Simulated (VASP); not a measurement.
Write the native input for VASP 6.6.1 that does the following.

```yaml
Task: single point
Functional: PBE
Potentials_or_basis: VASP PAW PBE potentials, release 64 (Sc_sv, W_sv)
Cutoff: 520 eV
k_mesh: 6 × 6 × 6
Occupations: gaussian, width 0.1 eV
Spin: no spin polarisation
Dipole_correction: no
Further_INCAR_settings: ALGO = Fast; EDIFF = 1e-06; NBANDS = 26
```

The structure of ScW2 lies in POSCAR:

```
ScW2
1.0
    1.5470389532      0.8931833561      6.7126912331
   -1.5470389532      0.8931833561      6.7126912331
    0.0000000000     -1.7863667122      6.7126912331
Sc W
1 2
Direct
    0.0000000000      0.0000000000      0.0000000000
    0.7870310343      0.7870310343      0.7870310343
    0.2129689657      0.2129689657      0.2129689657
```

The input as run:

INCAR

```
PREC = Accurate
ENCUT = 520
EDIFF = 1E-6
ISMEAR = 0
SIGMA = 0.1
LREAL = F
LASPH = T
NELM = 60
ALGO = Fast
ISIF = 2
LWAVE = F
LCHARG = F
GGA = PE
NBANDS = 26
```

KPOINTS

```
Automatic mesh
0
Gamma
  6 6 6
```

Potentials or basis: VASP PAW PBE potentials, release 64 (Sc_sv, W_sv).

Run with:

```console
$ cat potpaw_PBE.64/Sc_sv/POTCAR potpaw_PBE.64/W_sv/POTCAR > POTCAR
$ mpirun -np 1 vasp_std > vasp.out
```

It gave:

| Item | Value |
| --- | --- |
| Pressure | 0.5 GPa |
| Largest force | 0.053 eV/Å |
| Band gap on the k mesh | zero (an odd number of electrons rules out a gap without spin polarisation) |

Caveat: the k points lie up to 0.39 Å⁻¹ apart, too coarse for converged energies and pressures of a metal; spin-orbit coupling is left out, which moves the levels of the heavy elements.

Wall time 5.6 min on 1 thread of Intel(R) Xeon(R) Platinum 8259CL CPU @ 2.50GHz (Skylake/Cascade Lake) (shared host), peak memory 0.4 GiB.
